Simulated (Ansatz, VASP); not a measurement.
Si: VASP beside Ansatz

```xyz
2
Lattice="0.0000 2.7227 2.7227 2.7227 0.0000 2.7227 2.7227 2.7227 0.0000" Properties=species:S:1:pos:R:3 pbc="T T T"
Si    2.7227    2.7227    2.7227
Si    4.0841    4.0841    4.0841
```

Alike in both runs: task single point; functional r2SCAN; k mesh 10 × 10 × 10; occupations gaussian, width 0.1 eV; no spin polarisation.

|  | VASP | Ansatz |
| --- | --- | --- |
| version | VASP 6.6.1 | Ansatz 0.2.0 |
| potentials or method | VASP PAW PBE potentials, release 64 (Si), cutoff 520 eV | plane waves (500 eV) with PAW, scalar-relativistic |
| valence electrons in the cell | 8 | 8 |

```tsv
	VASP	Ansatz	Ansatz less VASP
pressure (GPa)	-0.3	-0.1	+0.24
```

VASP's potentials were made for PBE, not for r2SCAN. The functional is the same, so the differences come from potentials, cutoffs and numerics.
